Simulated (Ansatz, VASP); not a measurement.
# SiNi in VASP and in Ansatz

Contents of INCAR:

```
SYSTEM = SiNi
  PREC = Accurate
  ENCUT = 600
  EDIFF = 1E-7
  ISMEAR = 0
  SIGMA = 0.1
  LREAL = .False.
  LASPH = .True.
  NELM = 80
  ALGO = Normal
  ISIF = 3
  LWAVE = .False.
  LCHARG = .False.
  GGA = PE
  IBRION = 2
  NSW = 100
  EDIFFG = -0.005
```

File KPOINTS:

```
Automatic mesh
0
Gamma
  8 8 8
  0 0 0
```

Contents of POSCAR:

```
SiNi
1.0
    4.5202310466      0.0000000000      0.0000000000
    0.0000000000      4.5202310466      0.0000000000
    0.0000000000      0.0000000000      4.5202310466
Si Ni
4 4
Direct
    0.8463624098      0.8463624098      0.8463624098
    0.6536375902      0.1536375902      0.3463624098
    0.3463624098      0.6536375902      0.1536375902
    0.1536375902      0.3463624098      0.6536375902
    0.1489587222      0.1489587222      0.1489587222
    0.3510412778      0.8510412778      0.6489587222
    0.6489587222      0.3510412778      0.8510412778
    0.8510412778      0.6489587222      0.3510412778
```

Input for Ansatz:

```yaml
crystal:
  lattice:
    - [4.5202310466, 0.0, 0.0]
    - [0.0, 4.5202310466, 0.0]
    - [0.0, 0.0, 4.5202310466]
  atoms:
    - { symbol: Si, position: [0.8463624098, 0.8463624098, 0.8463624098] }
    - { symbol: Si, position: [0.6536375902, 0.1536375902, 0.3463624098] }
    - { symbol: Si, position: [0.3463624098, 0.6536375902, 0.1536375902] }
    - { symbol: Si, position: [0.1536375902, 0.3463624098, 0.6536375902] }
    - { symbol: Ni, position: [0.1489587222, 0.1489587222, 0.1489587222] }
    - { symbol: Ni, position: [0.3510412778, 0.8510412778, 0.6489587222] }
    - { symbol: Ni, position: [0.6489587222, 0.3510412778, 0.8510412778] }
    - { symbol: Ni, position: [0.8510412778, 0.6489587222, 0.3510412778] }
basis:
  ecutwfc: 420
kpoints:
  mp_grid: { grid: [8, 8, 8] }
hamiltonian:
  xc: pbe
scf:
  occupations: { method: gaussian, width: 0.1 }
output:
  forces: true
  stress: true
  eigenvalues: true
  write_density: true
  write_potential: true
  elf: true
  volumetric_format: npy
relax:
  adjacent_minimum: "off"
  f_tol: 0.005
  max_steps: 80
  cell: { stress_tol: 0.05 }
```

Alike in both runs: task relaxation of cell and atoms; functional PBE; k mesh 8 × 8 × 8; occupations gaussian, width 0.1 eV; no spin polarisation.

|  | VASP | Ansatz |
| --- | --- | --- |
| version | VASP 6.6.1 | Ansatz 0.2.0 |
| potentials or method | VASP PAW PBE potentials, release 64 (Si, Ni), cutoff 600 eV | scalar-relativistic, plane waves, PAW |
| valence electrons in the cell | 56 | 88 |

|  | VASP | Ansatz | Ansatz less VASP |
| --- | --- | --- | --- |
| gap on the k mesh at the Fermi level, each at its own relaxed structure (eV) | none | none | - |
| relaxed volume (Å³/atom) | 11.53 | 11.53 | -0.002 |
| relaxed length of the cell vector where the two differ most in proportion (Å) | 4.519 | 4.519 | -0.0002 |

A gap of «none» marks a metal or a gap that the smearing closes. VASP's potentials hold 56 valence electrons a cell and Ansatz's 88, so a difference there can come from the potentials and not from the codes.
